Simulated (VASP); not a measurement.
Here is a VASP 6.6.1 calculation.

Contents of POSCAR:

```
Al3Cu
1.0
   -2.7737808631      0.0000000000      0.0000000000
    0.0000000000     -2.7737808631      0.0000000000
    0.0000000000      0.0000000000     15.1837262208
Al Cu
6 2
Direct
    0.0000000000      1.0000000000      0.2500000000
    0.0000000000      1.0000000000      0.7500000000
    0.5000000000      0.5000000000      0.1113215004
    0.5000000000      0.5000000000      0.6113215004
    0.5000000000      0.5000000000      0.3886784996
    0.5000000000      0.5000000000      0.8886784996
    1.0000000000      0.0000000000      0.0000000000
    1.0000000000      0.0000000000      0.5000000000
```

INCAR.step1

```
  PREC = Accurate
  ENCUT = 520
  ISMEAR = 0
  SIGMA = 0.15
  LREAL = False
  LASPH = True
  NELM = 60
  NBANDS = 30
  GGA = PE
  ALGO = Normal
  EDIFF = 1E-4
  LWAVE = True
  LCHARG = False
```

File INCAR.step2:

```
  PREC = Accurate
  ENCUT = 520
  EDIFF = 1E-6
  ISMEAR = 0
  SIGMA = 0.15
  LREAL = False
  LASPH = True
  NELM = 60
  ALGO = Normal
  ISIF = 2
  LWAVE = False
  LCHARG = False
  METAGGA = R2SCAN
  LMIXTAU = True
  NBANDS = 30
  ISTART = 1
```

Contents of KPOINTS:

```
regular mesh
0
Gamma
  17 17 3
```

Potentials or basis: VASP PAW PBE potentials, release 64 (Al, Cu).

Launch:

```console
$ cat potpaw_PBE.64/Al/POTCAR potpaw_PBE.64/Cu/POTCAR > POTCAR
$ cp INCAR.step1 INCAR
$ mpirun -np 1 vasp_std > vasp.out
$ cp INCAR.step2 INCAR
$ mpirun -np 1 vasp_std > vasp.out
```

Task: What does it give for the pressure?

Result: -0.2 GPa.

Task: Estimate the largest force.

Result: 0.020 eV/Å.

Forces on the atoms (eV/Å):
```
Al   0.000  0.000  0.000
Al   0.000  0.000  0.000
Al   0.000  0.000  0.020
Al   0.000  0.000  0.020
Al   0.000  0.000 -0.020
Al   0.000  0.000 -0.020
Cu   0.000  0.000  0.000
Cu   0.000  0.000  0.000
```

Caveat: the PAW data sets were made with another functional, which shifts forces and pressure a little.
